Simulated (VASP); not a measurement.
# W (Fm-3m) in VASP: a series of runs

The runs below take W through single point, relaxation of cell and atoms, with PBEsol.

Everything below comes from runs of VASP 6.6.1. Logs are shortened: lines on timing, memory, paths and dates and some standing lists are left out, and cuts for length are marked.

## 1. The cell of the first run

Symmetry: Fm-3m, No. 225, cubic system. The conventional cell has a = 4.000 Å, b = 4.000 Å, c = 4.000 Å, α = 90.00°, β = 90.00°, γ = 90.00°. Within 3.7 Å of W (site symmetry m-3m) lie 12 W at 2.83 Å.

## 2. Single point, PBEsol

Contents of INCAR:

```
PREC = Accurate
ENCUT = 500
EDIFF = 1E-6
ISMEAR = 0
SIGMA = 0.1
LREAL = F
LASPH = T
NELM = 120
ALGO = Normal
ISIF = 2
LWAVE = F
LCHARG = F
GGA = PS
NBANDS = 13
GGA_COMPAT = F
```

Contents of KPOINTS:

```
Automatic mesh
0
Gamma
  8 8 8
```

Contents of POSCAR:

```
W
1.0
    0.0000000000      2.0002216366      2.0002216366
    2.0002216366      0.0000000000      2.0002216366
    2.0002216366      2.0002216366      0.0000000000
W
1
Direct
    0.0000000000      0.0000000000      0.0000000000
```

Potentials or basis: VASP PAW PBE potentials, release 64 (W_sv).

The run is started by

```console
$ cat potpaw_PBE.64/W_sv/POTCAR > POTCAR
$ mpirun -np 1 vasp_std > vasp.out
```

OUTCAR:

```text
PREC = Accurate
   ENCUT = 500
   EDIFF = 1E-6
   ISMEAR = 0
   LREAL = F
   LASPH = T
   NELM = 120
   ISIF = 2
   GGA = PS

 ion  position               nearest neighbor table
   1  0.000  0.000  0.000-

  LATTYP: Found a face centered cubic cell.
 ALAT       =     4.0004432732

  Lattice vectors:

 A1 = (   0.0000000000,   2.0002216366,   2.0002216366)
 A2 = (   2.0002216366,   0.0000000000,   2.0002216366)
 A3 = (   2.0002216366,   2.0002216366,   0.0000000000)

Analysis of symmetry for initial positions (statically):
=====================================================================
 Subroutine PRICEL returns:
 Original cell was already a primitive cell.

 Routine SETGRP: Setting up the symmetry group for a
 face centered cubic supercell.

 Subroutine GETGRP returns: Found 48 space group operations
 (whereof 48 operations were pure point group operations)
 out of a pool of 48 trial point group operations.

The static configuration has the point symmetry O_h .

Analysis of symmetry for dynamics (positions and initial velocities):
=====================================================================
 Subroutine PRICEL returns:
 Original cell was already a primitive cell.

 Routine SETGRP: Setting up the symmetry group for a
 face centered cubic supercell.

 Subroutine GETGRP returns: Found 48 space group operations
 (whereof 48 operations were pure point group operations)
 out of a pool of 48 trial point group operations.

The dynamic configuration has the point symmetry O_h .

 Subroutine INISYM returns: Found 48 space group operations
 (whereof 48 operations are pure point group operations),
 and found     1 'primitive' translations

----------------------------------------------------------------------------------------

                                     Primitive cell

  volume of cell :      16.0053

  direct lattice vectors                    reciprocal lattice vectors
     0.000000000  2.000221637  2.000221637    -0.249972298  0.249972298  0.249972298
     2.000221637  0.000000000  2.000221637     0.249972298 -0.249972298  0.249972298
     2.000221637  2.000221637  0.000000000     0.249972298  0.249972298 -0.249972298

  length of vectors
     2.828740566  2.828740566  2.828740566     0.432964721  0.432964721  0.432964721

  position of ions in fractional coordinates (direct lattice)
     0.000000000  0.000000000  0.000000000

  ion indices of the primitive-cell ions
   primitive index   ion index
                 1           1

[... 81 lines left out ...]
   PSTRESS=    0.0 pullay stress
   NELECT =      14.0000    total number of electrons
   NUPDOWN=      -1.0000    fix difference up-down
   EMIN   =  10.00;   EMAX   =-10.00  energy-range for DOS
   EFERMI =   0.00;   METHOD = LEGACY
   ISMEAR =     0;   SIGMA  =   0.10  broadening in eV -4-tet -1-fermi 0-gaus
   EFERMI_NEDOS =   21; number of points for ismear=-14 and -15
   IALGO  =     38    algorithm
   IMIX   =      4    mixing-type and parameters
     AMIX     =   0.40;   BMIX     =  1.00
     AMIX_MAG =   1.60;   BMIX_MAG =  1.00
  volume/ion in A,a.u.               =      16.01       108.01
  Fermi-wavevector in a.u.,A,eV,Ry     =   1.565655  2.958659 33.351627  2.451275
  Thomas-Fermi vector in A             =   2.668099
   LORBIT       =      0    0 simple, 1 ext, 2 COOP (PROOUT), +10 PAW based schemes
   GGA     = PS    functional components
   LHFCALC =     F    Hartree Fock is set to
   AEXX    =    0.0000 exact exchange contribution
   IVDW    =     0    specifies the selected vdW correction
   LEPSILON=     F    determine dielectric tensor
   LRPA    =     F    only Hartree local field effects (RPA)
 non-spin polarized calculation
 Gauss-broadening in eV      SIGMA  =   0.10
  energy-cutoff  :      500.00
  volume of cell :       16.01
 maximum number of plane-waves:       416
 NGX is ok and might be reduce to    24
   NGX = 11   NGY = 11   NGZ = 11

 number of electron      14.0000000 magnetization

 Free energy of the ion-electron system (eV)
  ---------------------------------------------------
  ext. energy  EPLUGINS =         0.00000000
  ---------------------------------------------------
  free energy    TOTEN  =       -13.32279832 eV

  energy without entropy =      -13.31375901  energy(sigma->0) =      -13.31827867

 E-fermi :  10.5744     XC(G=0): -13.6999

 val. band max:       10.5724392009   @ k =  -0.3750   0.3750   0.0000
 cond. band min:      10.6266465868   @ k =   0.1250   0.1250   0.0000
 fundamental gap:      0.0542073859
 Fermi energy:        10.5743878558

 k-point     1 :       0.0000    0.0000    0.0000
  band No.  band energies     occupation
      1     -62.9416      2.00000
      2     -26.5325      2.00000
      3     -26.5325      2.00000
      4     -26.5325      2.00000
      5       1.5287      2.00000
      6      10.0593      2.00000
      7      10.0593      2.00000
      8      10.0593      2.00000
      9      13.2903      0.00000
     10      13.2903      0.00000
     11      23.5181      0.00000
     12      28.8333      0.00000
     13      28.8333      0.00000
[... 354 lines left out ...]
  band No.  band energies     occupation
      1     -62.8024      2.00000
      2     -27.6150      2.00000
      3     -27.0342      2.00000
      4     -26.8058      2.00000
      5       6.5432      2.00000
      6       8.0064      2.00000
      7       9.7645      2.00000
      8      11.3571      0.00000
      9      15.3310      0.00000
     10      18.7592      0.00000
     11      20.1346      0.00000
     12      26.5554      0.00000
     13      28.0375      0.00000

 [... further k-points ...]

------------------------ aborting loop because EDIFF is reached ----------------------------------------

  FORCE on cell =-STRESS in cart. coord.  units (eV):
  Direction    XX          YY          ZZ          XY          YZ          ZX
  --------------------------------------------------------------------------------------
  -------------------------------------------------------------------------------------
  Total        0.0686229      0.0686229      0.0686229     -0.0000000     -0.0000000     -0.0000000
  in kB        6.8693424      6.8693424      6.8693424     -0.0000000     -0.0000000     -0.0000000
  external PRESSURE =       6.8693424 kB  Pullay stress =       0.0000000 kB

 VOLUME and BASIS-vectors are now :
 -----------------------------------------------------------------------------
  energy-cutoff  :      500.00
  volume of cell :       16.01
      direct lattice vectors                 reciprocal lattice vectors
     0.000000000  2.000221637  2.000221637    -0.249972298  0.249972298  0.249972298
     2.000221637  0.000000000  2.000221637     0.249972298 -0.249972298  0.249972298
     2.000221637  2.000221637  0.000000000     0.249972298  0.249972298 -0.249972298

 POSITION                                       TOTAL-FORCE (eV/Angst)
 -----------------------------------------------------------------------------------
      0.00000      0.00000      0.00000        -0.000000      0.000000     -0.000000
 -----------------------------------------------------------------------------------
    total drift:                                0.000000      0.000000     -0.000000

  FREE ENERGIE OF THE ION-ELECTRON SYSTEM (eV)
  ---------------------------------------------------
  free  energy   TOTEN  =       -13.3227983246 eV

  energy  without entropy=      -13.3137590064  energy(sigma->0) =      -13.31827867
```

stdout:

```text
POSCAR found type information on POSCAR W
 POSCAR found :  1 types and       1 ions
 scaLAPACK will be used
 -----------------------------------------------------------------------------
|                                                                             |
|                                                                             |
|     You enforced a specific xc type in the INCAR file but a different       |
|     I HOPE YOU KNOW WHAT YOU ARE DOING!                                     |
|                                                                             |
 -----------------------------------------------------------------------------

 LDA part: xc-table for (Slater+PW92), standard interpolation
 POSCAR, INCAR and KPOINTS ok, starting setup
 FFT: planning ... GRIDC
 FFT: planning ... GRID_SOFT
 FFT: planning ... GRID
 WAVECAR not read
 entering main loop
```

It took 9.1 s on 1 thread of Intel Xeon 8259CL, shared host; peak memory 0.14 GiB.

Results:

```yaml
Free_energy: -13.3228 eV
Pressure: 0.7 GPa
Band_gap_on_the_k_mesh: zero (band 7 reaches 13.87 eV, above the bottom of band 8 at 10.06 eV)
```

Caveat: the PAW data sets were made with another functional, which shifts forces and pressure a little; spin-orbit coupling is left out, which moves the levels of the heavy elements.

## 3. Relaxation of cell and atoms, PBEsol

This run uses another cell than the first one, of 16.73 Å³/atom, 1.045 times its volume.

Contents of INCAR:

```
SYSTEM = W
PREC = Accurate
ENCUT = 500
EDIFF = 1E-7
ISMEAR = 0
SIGMA = 0.1
LREAL = .False.
LASPH = .True.
NELM = 120
ALGO = Normal
ISIF = 3
LWAVE = .False.
LCHARG = .False.
GGA = PS
IBRION = 2
NSW = 100
EDIFFG = -0.05
GGA_COMPAT = .False.
NELMIN = 4
```

Contents of KPOINTS:

```
regular mesh
0
Gamma
  8 8 8
  0 0 0
```

Contents of POSCAR:

```
W
1.0
    0.0000000000      2.0300000000      2.0300000000
    2.0300000000      0.0000000000      2.0300000000
    2.0300000000      2.0300000000      0.0000000000
W
1
Direct
    0.0000000000      0.0000000000      0.0000000000
```

Potentials or basis: VASP PAW PBE potentials, release 64 (W_sv).

The run is started by

```console
$ cat potpaw_PBE.64/W_sv/POTCAR > POTCAR
$ mpirun -np 1 vasp_std > vasp.out
```

Run time: 29 s. Hardware: 1 thread of Intel Xeon 8259CL, shared host; peak memory 0.14 GiB.

Results (log left out):

| Quantity | Value |
| --- | --- |
| Free energy | -13.3233 eV |
| Relaxed volume | 16.05 Å³/atom |
| Relaxed cell | a = 2.831 Å, b = 2.831 Å, c = 2.831 Å, α = 60.00°, β = 60.00°, γ = 60.00° |
| Space group after relaxing (to 0.05 Å) | Fm-3m (No. 225) |
| Energy gained by relaxing | 26.2 meV/atom |
| Ionic steps | 4 |
| Pressure after relaxing | -0.1 GPa |
| Band gap on the k mesh | zero (band 7 reaches 13.82 eV, above the bottom of band 8 at 10.03 eV) |

Step by step:
```tsv
step	energy change (eV)	largest force (eV/Å)	pressure (GPa)	volume (Å³)
1	0.0000	0.0000	-11.79	16.73
2	0.3008	0.0000	56.14	13.92
3	-0.0261	0.0000	-0.53	16.07
4	-0.0262	0.0000	-0.08	16.05
```

Final structure:
```
CELL_PARAMETERS angstrom
0.00000 2.00190 2.00190
2.00190 0.00000 2.00190
2.00190 2.00190 0.00000
ATOMIC_POSITIONS crystal
W 0.00000 0.00000 0.00000
```

Levels at points of the mesh, in eV from the Fermi level:
```csv
k point,band 4,band 5,band 6,band 7,band 8,band 9,band 10,band 11
"(0.00, 0.00, 0.00)",-37.12,-9.03,-0.51,-0.51,-0.51,2.71,2.71,12.94
"(0.50, 0.00, 0.00)",-37.28,-5.65,-0.75,-0.75,0.81,5.28,5.28,10.70
"(0.50, 0.50, 0.00)",-37.56,-5.57,-4.58,3.28,5.24,6.05,6.05,12.02
```

Caveat: the PAW data sets were made with another functional, which shifts forces and pressure a little; spin-orbit coupling is left out, which moves the levels of the heavy elements.
